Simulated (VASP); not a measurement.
A run of VASP 6.6.1 is set up as follows.

Contents of INCAR:

```
SYSTEM = BiSb3O2
PREC = Accurate
ENCUT = 600
EDIFF = 1E-6
ISMEAR = 0
SIGMA = 0.1
LREAL = .FALSE.
LASPH = .TRUE.
NELM = 80
ALGO = Normal
ISIF = 3
LWAVE = .FALSE.
LCHARG = .FALSE.
GGA = PE
IBRION = 2
NSW = 90
EDIFFG = -0.04
```

File KPOINTS:

```
regular mesh
0
G
  4 4 4
  0 0 0
```

Contents of POSCAR:

```
BiSb3O2
1.0
    0.0000000000      5.4094454900      5.4094454900
    5.4094454900      0.0000000000      5.4094454900
    5.4094454900      5.4094454900      0.0000000000
Sb Bi O
6 2 4
Direct
    0.1250000000      0.1250000000      0.1250000000
    0.1250000000      0.1250000000      0.6250000000
    0.1250000000      0.6250000000      0.1250000000
    0.6250000000      0.1250000000      0.1250000000
    0.5000000000      0.5000000000      0.5000000000
    0.7500000000      0.7500000000      0.7500000000
    0.0000000000      0.0000000000      0.0000000000
    0.2500000000      0.2500000000      0.2500000000
    0.6250000000      0.6250000000      0.6250000000
    0.6250000000      0.6250000000      0.1250000000
    0.6250000000      0.1250000000      0.6250000000
    0.1250000000      0.6250000000      0.6250000000
```

Potentials or basis: VASP PAW PBE potentials, release 64 (Sb, Bi_d, O).

Run with:

```sh
$ cat potpaw_PBE.64/Sb/POTCAR potpaw_PBE.64/Bi_d/POTCAR potpaw_PBE.64/O/POTCAR > POTCAR
$ mpirun -np 1 vasp_std > vasp.out
```

**Question.** Estimate the band gap on the k mesh.

**Answer.** Zero (bands 42 and 43 overlap by 0.36 eV).

**Question.** Estimate the space group after relaxing (to 0.1 Å).

**Answer.** Fd-3m (No. 227).

**Question.** What does it give for the relaxed cell?

**Answer.** a = 8.610 Å, b = 8.610 Å, c = 8.610 Å, α = 60.00°, β = 60.00°, γ = 60.00°.

Step by step:
```
step  energy change (eV)  largest force (eV/Å)  pressure (GPa)  volume (Å³)
   1              0.0000                0.0000           23.63       316.58
   2             -6.1009                0.0000           -3.69       530.37
   3             -7.1455                0.0000            0.34       445.58
   4             -7.1502                0.0000           -0.07       451.40
```

Caveat: the volume moved by over 15 % at a fixed basis, so the end points are rough; spin-orbit coupling is left out, which moves the levels of the heavy elements.
